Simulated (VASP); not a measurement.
# MgBe5 (P6/mmm) in VASP: a series of runs, part 2 of 2

VASP 6.6.1.

## Step 3: Relaxation of cell and atoms, PBE

INCAR

```
PREC     = Accurate       # precision mode
ENCUT    = 600            # plane-wave cutoff, eV
EDIFF    = 1E-6           # SCF threshold, eV
ISMEAR   = 0              # smearing method
SIGMA    = 0.1            # smearing width, eV
LREAL    = F              # projectors in reciprocal space
LASPH    = T              # aspherical terms in the spheres
NELM     = 100            # most SCF steps
ALGO     = Normal         # electronic algorithm
ISIF     = 3              # what is computed and relaxed
LWAVE    = F              # write WAVECAR
LCHARG   = F              # write CHGCAR
GGA      = PE             # functional
IBRION   = 2              # ionic algorithm
NSW      = 100            # ionic steps
EDIFFG   = -0.01          # ionic threshold
```

KPOINTS

```
Automatic mesh
0
Gamma
  12 12 10
```

POSCAR

```
MgBe5
1.0
    4.4320402267      0.0000000000      0.0000000000
   -2.2160201134      3.8382594270      0.0000000000
    0.0000000000      0.0000000000      3.5592117666
Mg Be
1 5
Direct
    0.0000000000      0.0000000000      0.0000000000
    0.3333333333      0.6666666667      0.0000000000
    0.6666666667      0.3333333333      0.0000000000
    0.5000000000      0.0000000000      0.5000000000
    0.5000000000      0.5000000000      0.5000000000
    0.0000000000      0.5000000000      0.5000000000
```

Potentials or basis: VASP PAW PBE potentials, release 64 (Mg, Be).

Launch:

```
> cat potpaw_PBE.64/Mg/POTCAR potpaw_PBE.64/Be/POTCAR > POTCAR
> mpirun -np 1 vasp_std > vasp.out
```

OUTCAR:

```text
PREC = Accurate
   ENCUT = 600
   EDIFF = 1E-6
   ISMEAR = 0
   LREAL = F
   LASPH = T
   NELM = 100
   ISIF = 3
   GGA = PE
   IBRION = 2
   NSW = 100
   EDIFFG = -0.01

 ion  position               nearest neighbor table
   1  0.000  0.000  0.000-   2 2.56   3 2.56   3 2.56   2 2.56   3 2.56   2 2.56   4 2.84   4 2.84
                             4 2.84   4 2.84   5 2.84   5 2.84   5 2.84   5 2.84   6 2.84   6 2.84
   2  0.333  0.667  0.000-   6 2.19   6 2.19   4 2.19   4 2.19   5 2.19   5 2.19   1 2.56   1 2.56
                             1 2.56
   3  0.667  0.333  0.000-   6 2.19   6 2.19   4 2.19   4 2.19   5 2.19   5 2.19   1 2.56   1 2.56
                             1 2.56
   4  0.500  0.000  0.500-   2 2.19   3 2.19   2 2.19   3 2.19   6 2.22   6 2.22   5 2.22   5 2.22
                             1 2.84   1 2.84   1 2.84   1 2.84
   5  0.500  0.500  0.500-   2 2.19   3 2.19   2 2.19   3 2.19   6 2.22   6 2.22   4 2.22   4 2.22
                             1 2.84   1 2.84   1 2.84   1 2.84
   6  0.000  0.500  0.500-   2 2.19   3 2.19   2 2.19   3 2.19   5 2.22   5 2.22   4 2.22   4 2.22
                             1 2.84   1 2.84   1 2.84   1 2.84

  LATTYP: Found a hexagonal cell.
 ALAT       =     4.4320402267
 C/A-ratio  =     0.8030639580

  Lattice vectors:

 A1 = (   4.4320402267,   0.0000000000,   0.0000000000)
 A2 = (  -2.2160201134,   3.8382594270,   0.0000000000)
 A3 = (   0.0000000000,   0.0000000000,   3.5592117666)

Analysis of symmetry for initial positions (statically):
=====================================================================
 Subroutine PRICEL returns:
 Original cell was already a primitive cell.

 Routine SETGRP: Setting up the symmetry group for a
 hexagonal supercell.

 Subroutine GETGRP returns: Found 24 space group operations
 (whereof 24 operations were pure point group operations)
 out of a pool of 24 trial point group operations.

The static configuration has the point symmetry D_6h.

Analysis of symmetry for dynamics (positions and initial velocities):
=====================================================================
 Subroutine PRICEL returns:
 Original cell was already a primitive cell.

 Routine SETGRP: Setting up the symmetry group for a
 hexagonal supercell.

 Subroutine GETGRP returns: Found 24 space group operations
 (whereof 24 operations were pure point group operations)
 out of a pool of 24 trial point group operations.

The dynamic configuration has the point symmetry D_6h.

 Subroutine INISYM returns: Found 24 space group operations
 (whereof 24 operations are pure point group operations),
 and found     1 'primitive' translations

----------------------------------------------------------------------------------------

                                     Primitive cell

  volume of cell :      60.5469

  direct lattice vectors                    reciprocal lattice vectors
[... 147 lines left out ...]
------------------------ aborting loop because EDIFF is reached ----------------------------------------

  FORCE on cell =-STRESS in cart. coord.  units (eV):
  Direction    XX          YY          ZZ          XY          YZ          ZX
  --------------------------------------------------------------------------------------
  -------------------------------------------------------------------------------------
  Total       -0.0713954     -0.0713954      0.1461025      0.0000000     -0.0000000     -0.0000000
  in kB       -1.8892472     -1.8892472      3.8661291      0.0000000     -0.0000000     -0.0000000
  external PRESSURE =       0.0292116 kB  Pullay stress =       0.0000000 kB

 VOLUME and BASIS-vectors are now :
 -----------------------------------------------------------------------------
  energy-cutoff  :      600.00
  volume of cell :       60.55
      direct lattice vectors                 reciprocal lattice vectors
     4.432040227  0.000000000  0.000000000     0.225629721  0.130267380  0.000000000
    -2.216020113  3.838259427  0.000000000     0.000000000  0.260534760  0.000000000
     0.000000000  0.000000000  3.559211767     0.000000000  0.000000000  0.280961085

 POSITION                                       TOTAL-FORCE (eV/Angst)
 -----------------------------------------------------------------------------------
      0.00000      0.00000      0.00000         0.000000      0.000000      0.000000
     -0.00000      2.55884      0.00000        -0.000000     -0.000000      0.000000
      2.21602      1.27942      0.00000         0.000000      0.000000      0.000000
      2.21602      0.00000      1.77961         0.000000      0.000000      0.000000
      1.10801      1.91913      1.77961         0.000000      0.000000      0.000000
     -1.10801      1.91913      1.77961         0.000000      0.000000      0.000000
 -----------------------------------------------------------------------------------
    total drift:                                0.000000      0.000000     -0.000000

  FREE ENERGIE OF THE ION-ELECTRON SYSTEM (eV)
  ---------------------------------------------------
  free  energy   TOTEN  =       -19.9567564011 eV

  energy  without entropy=      -19.9464233563  energy(sigma->0) =      -19.95158988

--------------------------------------- Ionic step        2  -------------------------------------------

 number of electron      12.0000000 magnetization

 Free energy of the ion-electron system (eV)
  ---------------------------------------------------
  ext. energy  EPLUGINS =         0.00000000
  ---------------------------------------------------
  free energy    TOTEN  =       -19.95691428 eV

  energy without entropy =      -19.94668097  energy(sigma->0) =      -19.95179763

 E-fermi :   5.3327     XC(G=0): -10.0368

 val. band max:        5.3238047048   @ k =   0.1667   0.1667   0.3000
 cond. band min:       5.3335010197   @ k =   0.3333   0.0833   0.5000
 fundamental gap:      0.0096963149
 Fermi energy:         5.3326685158

 k-point     1 :       0.0000    0.0000    0.0000
  band No.  band energies     occupation
      1      -4.5357      2.00000
      2       1.6298      2.00000
      3       2.7840      2.00000
      4       3.4600      2.00000
      5       3.4600      2.00000
      6       3.5215      2.00000
      7       3.5215      2.00000
      8       7.5614      0.00000
      9       8.1191      0.00000
     10      10.4483      0.00000
[... 287 lines left out ...]
 k-point    24 :       0.3333   -0.0000    0.1000
  band No.  band energies     occupation
      1      -3.5555      2.00000
      2      -0.9389      2.00000
      3       1.7449      2.00000
      4       2.0035      2.00000
      5       3.0748      2.00000
      6       5.5954      0.00020
      7       7.0202      0.00000
      8       7.7979      0.00000
      9       8.7248      0.00000
     10       9.9279      0.00000

 [... further k-points ...]

------------------------ aborting loop because EDIFF is reached ----------------------------------------

  FORCE on cell =-STRESS in cart. coord.  units (eV):
  Direction    XX          YY          ZZ          XY          YZ          ZX
  --------------------------------------------------------------------------------------
  -------------------------------------------------------------------------------------
  Total       -0.0219463     -0.0219463      0.0351098      0.0000000     -0.0000000     -0.0000000
  in kB       -0.5807233     -0.5807233      0.9290428      0.0000000     -0.0000000     -0.0000000
  external PRESSURE =      -0.0774679 kB  Pullay stress =       0.0000000 kB

 VOLUME and BASIS-vectors are now :
 -----------------------------------------------------------------------------
  energy-cutoff  :      600.00
  volume of cell :       60.55
      direct lattice vectors                 reciprocal lattice vectors
     4.429496012  0.000000000 -0.000000000     0.225759318  0.130342203  0.000000000
    -2.214748006  3.836056073  0.000000000    -0.000000000  0.260684406  0.000000000
     0.000000000 -0.000000000  3.563392875     0.000000000 -0.000000000  0.280631419

 POSITION                                       TOTAL-FORCE (eV/Angst)
 -----------------------------------------------------------------------------------
      0.00000      0.00000     -0.00000         0.000000     -0.000000      0.000000
     -0.00000      2.55737      0.00000        -0.000000     -0.000000      0.000000
      2.21475      1.27869     -0.00000        -0.000000      0.000000      0.000000
      2.21475      0.00000      1.78170         0.000000     -0.000000      0.000000
      1.10737      1.91803      1.78170         0.000000     -0.000000      0.000000
     -1.10737      1.91803      1.78170         0.000000     -0.000000      0.000000
 -----------------------------------------------------------------------------------
    total drift:                                0.000000      0.000000     -0.000000

  FREE ENERGIE OF THE ION-ELECTRON SYSTEM (eV)
  ---------------------------------------------------
  free  energy   TOTEN  =       -19.9569142824 eV

  energy  without entropy=      -19.9466809694  energy(sigma->0) =      -19.95179763

 reached required accuracy - stopping structural energy minimisation
```

Run time: 48 s. Hardware: 1 thread of AMD EPYC 9R45 (Zen 5), shared host; peak memory 0.22 GiB.

What came out:

| Quantity | Value |
| --- | --- |
| Free energy | -19.9569 eV |
| Energy gained by relaxing | 0.0 meV/atom |
| Ionic steps | 2 |
| Pressure after relaxing | 0.0 GPa |
| Band gap on the k mesh | zero (band 6 reaches 6.65 eV, above the bottom of band 7 at 3.52 eV) |

Stress tensor (GPa, compression positive):
```
-0.06  0.00  0.00
 0.00 -0.06  0.00
 0.00  0.00  0.09
```

Step by step:
```csv
step,energy change (eV),largest force (eV/Å),pressure (GPa),volume (Å³)
1,0.0000,0.0000,0.00,60.55
2,-0.0002,0.0000,-0.01,60.55
```

Final structure:
```cif
data_structure
_symmetry_space_group_name_H-M 'P 1'
_symmetry_Int_Tables_number 1
_cell_length_a 4.4295
_cell_length_b 4.4295
_cell_length_c 3.5634
_cell_angle_alpha 90.000
_cell_angle_beta 90.000
_cell_angle_gamma 120.000
_cell_volume 60.55
loop_
_atom_site_label
_atom_site_type_symbol
_atom_site_fract_x
_atom_site_fract_y
_atom_site_fract_z
_atom_site_occupancy
Mg1 Mg 0.00000 0.00000 0.00000 1
Be1 Be 0.33333 0.66667 0.00000 1
Be2 Be 0.66667 0.33333 0.00000 1
Be3 Be 0.50000 0.00000 0.50000 1
Be4 Be 0.50000 0.50000 0.50000 1
Be5 Be 0.00000 0.50000 0.50000 1
```

Levels at points of the mesh, in eV from the Fermi level:
| k point | band 2 | band 3 | band 4 | band 5 | band 6 | band 7 | band 8 | band 9 | band 10 |
| --- | --- | --- | --- | --- | --- | --- | --- | --- | --- |
| (0.00, 0.00, 0.00) | -3.70 | -2.55 | -1.87 | -1.87 | -1.81 | -1.81 | 2.23 | 2.79 | 5.12 |
| (0.50, 0.00, 0.00) | -7.63 | -3.90 | -3.57 | -1.06 | 0.51 | 2.43 | 2.52 | 3.45 | 4.83 |
| (0.00, 0.00, 0.50) | -7.57 | -3.57 | -1.36 | -1.36 | 0.09 | 0.09 | 1.92 | 1.92 | 3.44 |
| (0.50, 0.00, 0.50) | -5.80 | -5.48 | -5.17 | -2.47 | -2.32 | -0.38 | 1.32 | 5.89 | 6.57 |
